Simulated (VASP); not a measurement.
Set up this calculation in VASP 6.6.1, as the native input.

- Task: single point
- Functional: PBE
- Potentials or basis: VASP PAW PBE potentials, release 64 (Ga_d, O)
- Cutoff: 520 eV
- k mesh: 6 × 6 × 4
- Occupations: gaussian, width 0.1 eV
- Spin: no spin polarisation
- Dipole correction: no
- Further INCAR settings: ALGO = Normal; EDIFF = 1e-06; NBANDS = 55

The structure of Ga2O3 lies in POSCAR:

```
Ga2O3
1.0
    6.2228955142     -1.5421005613      0.0096819212
    6.2228955142      1.5421005613      0.0096819212
   -1.4033657782      0.0000000000      5.7108264747
Ga O
4 6
Direct
    0.0900075685      0.0900075685      0.7947397381
    0.9099924315      0.9099924315      0.2052602619
    0.6584380814      0.6584380814      0.3140332539
    0.3415619186      0.3415619186      0.6859667461
    0.1634241186      0.1634241186      0.1091688841
    0.8365758814      0.8365758814      0.8908311159
    0.1737209226      0.1737209226      0.5644701175
    0.8262790774      0.8262790774      0.4355298825
    0.4959565295      0.4959565295      0.2565730147
    0.5040434705      0.5040434705      0.7434269853
```

The input as run:

INCAR

```
SYSTEM = Ga2O3
ALGO = Normal ; EDIFF = 1E-6
ENCUT = 520 ; GGA = PE
ISIF = 2 ; ISMEAR = 0
LASPH = .True. ; LCHARG = .False.
LREAL = .False. ; LWAVE = .False.
NBANDS = 55 ; NELM = 80
PREC = Accurate ; SIGMA = 0.1
```

KPOINTS

```
k-points
0
Gamma
  6 6 4
  0 0 0
```

Potentials or basis: VASP PAW PBE potentials, release 64 (Ga_d, O).

Launch:

```bash
$ cat potpaw_PBE.64/Ga_d/POTCAR potpaw_PBE.64/O/POTCAR > POTCAR
$ mpirun -np 1 vasp_std > vasp.out
```

It gave:

* Pressure: 0.6 GPa
* Largest force: 0.026 eV/Å
* Band gap on the k mesh: 2.01 eV (least direct gap 2.02 eV)

It took 10 min on 1 thread of Intel Xeon 8259CL, with other jobs on the host, peak memory 0.44 GiB.
